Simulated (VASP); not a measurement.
A run of VASP 6.6.1:

The input INCAR:

```
SYSTEM = In
  PREC = Accurate
  ENCUT = 600
  EDIFF = 1E-7
  ISMEAR = 0
  SIGMA = 0.1
  LREAL = .FALSE.
  LASPH = .TRUE.
  NELM = 80
  ALGO = Fast
  ISIF = 3
  LWAVE = .FALSE.
  LCHARG = .FALSE.
  GGA = PE
  IBRION = 2
  NSW = 100
  EDIFFG = -0.01
```

The input KPOINTS:

```
regular mesh
0
G
  12 12 14
  0 0 0
```

The input POSCAR:

```
In
1.0
    6.3623889000      0.0000000000      0.0000000000
   -3.1811944000      5.5099904000      0.0000000000
    0.0000000000      0.0000000000      3.1961261000
In
4
Direct
    0.4723660000      0.0000000000      0.0000000000
    0.0000000000      0.4723660000      0.0000000000
    0.5276340000      0.5276340000      0.0000000000
    0.0000000000      0.0000000000      0.5000000000
```

Potentials or basis: VASP PAW PBE potentials, release 64 (In_d).

Launch:

```console
$ cat potpaw_PBE.64/In_d/POTCAR > POTCAR
$ mpirun -np 1 vasp_std > vasp.out
```

Hardware: 1 thread of Oxide Virtual Turin-like Processor, on a shared host.

How long does it take, and how much memory?

Wall time 36 min on 1 thread of Oxide Virtual Turin-like Processor, on a shared host, peak memory 0.57 GiB. Counts: scf iterations 28, k points 152, ion steps 2.
